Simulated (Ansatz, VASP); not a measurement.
# Si2Ni in VASP and in Ansatz

File INCAR:

```
SYSTEM = Si2Ni
PREC = Accurate ; ENCUT = 520
EDIFF = 1E-7 ; ISMEAR = 0
SIGMA = 0.15 ; LREAL = .FALSE.
LASPH = .TRUE. ; NELM = 60
ALGO = Normal ; ISIF = 2
LWAVE = .FALSE. ; LCHARG = .TRUE.
GGA = PE ; LELF = .TRUE.
LVHAR = .TRUE. ; NBANDS = 16
```

Contents of KPOINTS:

```
regular mesh
0
G
  14 14 14
  0 0 0
```

POSCAR

```
Si2Ni
1.0
    0.0000000000      2.7765473069      2.7765473069
    2.7765473069      0.0000000000      2.7765473069
    2.7765473069      2.7765473069      0.0000000000
Si Ni
2 1
Direct
    0.2500000000      0.2500000000      0.2500000000
    0.7500000000      0.7500000000      0.7500000000
    0.0000000000      0.0000000000      0.0000000000
```

Input for Ansatz:

```yaml
crystal:
  lattice:
    - [0.0, 2.7765473069, 2.7765473069]
    - [2.7765473069, 0.0, 2.7765473069]
    - [2.7765473069, 2.7765473069, 0.0]
  atoms:
    - { symbol: Si, position: [0.25, 0.25, 0.25] }
    - { symbol: Si, position: [0.75, 0.75, 0.75] }
    - { symbol: Ni, position: [0.0, 0.0, 0.0] }
basis:
  ecutwfc: 520.0
kpoints:
  mp_grid: { grid: [14, 14, 14] }
hamiltonian:
  xc: pbe
  pseudopotentials: { kind: paw, azcp: { folder: soft_1 } }
scf:
  occupations: { method: gaussian, width: 0.15 }
  lower_state_search: "off"
output:
  forces: true
  stress: true
  eigenvalues: true
```

Alike in both runs: task single point; functional PBE; k mesh 14 × 14 × 14; occupations gaussian, width 0.15 eV; no spin polarisation.

```csv
,VASP,Ansatz
version,VASP 6.6.1,Ansatz 0.2.0
potentials or method,"VASP PAW PBE potentials, release 64 (Si, Ni), cutoff 520 eV","scalar-relativistic, plane waves, PAW"
valence electrons in the cell,18,26
```

```csv
,VASP,Ansatz,Ansatz less VASP
gap on the k mesh at the Fermi level (eV),none,none,-
pressure (GPa),-7.4,-7.5,-0.07
```

A gap of «none» marks a metal or a gap that the smearing closes. VASP's potentials hold 18 valence electrons a cell and Ansatz's 26, so a difference there can come from the potentials and not from the codes.
